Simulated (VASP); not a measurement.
## Ge2H: single point with PBE+D3(BJ)

The system is Ge2H, a slab with vacuum.

```
CELL_PARAMETERS angstrom
4.02269 0.00000 0.00000
-2.01134 3.48375 0.00000
0.00000 0.00000 17.68426
ATOMIC_POSITIONS crystal
Ge 0.33333 0.66667 0.26488
Ge 0.66667 0.33333 0.22619
H 0.00000 0.00000 0.41021
```

```json
{
 "Program": "VASP 6.6.1",
 "Task": "single point",
 "Functional": "PBE",
 "Dispersion": "D3(BJ)",
 "Potentials or basis": "VASP PAW PBE potentials, release 64 (Ge_d, H)",
 "Cutoff": "520 eV",
 "k mesh": "9 × 9 × 1",
 "Occupations": "gaussian, width 0.1 eV",
 "Spin": "collinear spin",
 "Starting moments": "[0.0, 0.0, 1.0] μB"
}
```

| Property | Result |
| --- | --- |
| Largest force | 0.088 eV/Å |
| Band gap on the k mesh | 0.03 eV |
| Net moment | 1.01 μB per cell |
| Site moments | Ge -0.00, +0.03; H +0.37 μB |
| Valence electrons inside the program's atomic spheres | Ge 12.33; H 0.38 |
| Dispersion energy per atom | -0.123 eV |

Forces in eV/Å, atoms in the order of the input:
```
Ge   0.000  0.000  0.088
Ge   0.000  0.000 -0.003
H    0.000  0.000 -0.085
```

Levels at points of the mesh, in eV from the valence-band top:
Spin up:
```csv
k point,band 13,band 14,band 15,band 16,band 17,band 18
"(0.00, 0.00, 0.00)",-2.66,-0.41,-0.41,0.67,2.87,3.94
```
Spin down:
| k point | band 10 | band 11 | band 12 | band 13 | band 14 | band 15 | band 16 | band 17 | band 18 | band 19 |
| --- | --- | --- | --- | --- | --- | --- | --- | --- | --- | --- |
| (0.00, 0.00, 0.00) | -24.19 | -11.26 | -3.54 | -0.39 | -0.39 | 0.51 | 1.33 | 3.47 | 3.95 | 3.95 |

Wall time 3 min on 1 thread of Intel(R) Xeon(R) 6975P-C (Granite Rapids), with other jobs on the host, peak memory 0.49 GiB.
